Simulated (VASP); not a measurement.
Wanted: the native input for a VASP 6.6.1 run.

- Task: single point
- Functional: PBE
- Potentials or basis: VASP PAW PBE potentials, release 64 (Ga_d, Sn_d, Se)
- Cutoff: 500 eV
- k mesh: 3 × 3 × 3
- Occupations: gaussian, width 0.15 eV
- Spin: no spin polarisation
- Dipole correction: no
- Further INCAR settings: ALGO = Normal; EDIFF = 1e-06; NBANDS = 41

The structure of Ga2SnSe4 lies in POSCAR:

```
Ga2SnSe4
1.0
   -2.8627949883      2.8627949883      5.3041506792
    2.8627949883     -2.8627949883      5.3041506792
    2.8627949883      2.8627949883     -5.3041506792
Ga Sn Se
2 1 4
Direct
    0.2500000000      0.7500000000      0.5000000000
    0.0000000000      0.0000000000      0.0000000000
    0.7500000000      0.2500000000      0.5000000000
    0.4831268337     -0.0168731663      0.5000000000
    1.0168731663      0.5168731663      0.5000000000
    0.7659538430      0.7659538430      0.0000000000
    0.2340461570      0.2340461570      0.0000000000
```

The cell was built from a structure type or drawn by symmetry, and may not be a known phase.

One way to write it, as run:

INCAR

```
SYSTEM = Ga2SnSe4
  PREC = Accurate
  ENCUT = 500
  EDIFF = 1E-6
  ISMEAR = 0
  SIGMA = 0.15
  LREAL = .False.
  LASPH = .True.
  NELM = 120
  ALGO = Normal
  ISIF = 2
  LWAVE = .False.
  LCHARG = .True.
  GGA = PE
  LELF = .True.
  LVHAR = .True.
  NBANDS = 41
  GGA_COMPAT = .False.
```

KPOINTS

```
regular mesh
0
Gamma
  3 3 3
  0 0 0
```

Potentials or basis: VASP PAW PBE potentials, release 64 (Ga_d, Sn_d, Se).

The run is started by

```console
$ cat potpaw_PBE.64/Ga_d/POTCAR potpaw_PBE.64/Sn_d/POTCAR potpaw_PBE.64/Se/POTCAR > POTCAR
$ mpirun -np 1 vasp_std > vasp.out
```

It gave:

* Pressure: 0.1 GPa
* Largest force: 0.016 eV/Å
* Band gap on the k mesh: zero (bands 32 and 33 overlap by 0.39 eV)

Caveat: the k points lie up to 0.42 Å⁻¹ apart; spin-orbit coupling is left out, which moves the levels of the heavy elements.

It took 4.1 min on 1 thread of Intel Xeon 8259CL (shared host), peak memory 0.35 GiB.
